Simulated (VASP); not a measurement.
Crystal: Fe.

```
Fe
1.0
    -1.44550    1.44550    1.44550
     1.44550   -1.44550    1.44550
     1.44550    1.44550   -1.44550
Fe
1
Direct
  0.00000 0.00000 0.00000
```

Base run:

```yaml
Program: VASP 6.6.1
Functional: PBEsol
Potentials_or_basis: VASP PAW PBE potentials, release 64 (Fe_sv)
Cutoff: 690 eV
k_mesh: 12 × 12 × 12
Occupations: fermi-dirac, width 0.1 eV
Spin: collinear spin, ferromagnetic start
Starting_moments: "[4.0] μB"
Hubbard_terms: Fe d U = 5.3 eV
```

Its results: pressure 8.5 GPa; site moments Fe +3.21 μB.

**Question.** After a change of settings the same cell gave: pressure 31.1 GPa; site moments Fe +3.58 μB. Which change was it?
A. moments at the start from [4.0] to [1.23]; fixed moment from none to 1.23 μB
B. moments at the start from [4.0] to [1.85]; fixed moment from none to 1.85 μB
C. moments at the start from [4.0] to [0.4]
D. moments at the start from [4.0] to [3.69]; fixed moment from none to 3.69 μB

**Answer.** D.

Caveats: the cell stands under pressure; the PAW data sets were made with another functional, which shifts forces and pressure a little; the U is typed as a test and isn't derived for this compound; the total moment is fixed, so each spin has its own Fermi level and the state may be an excited one (at least some runs).
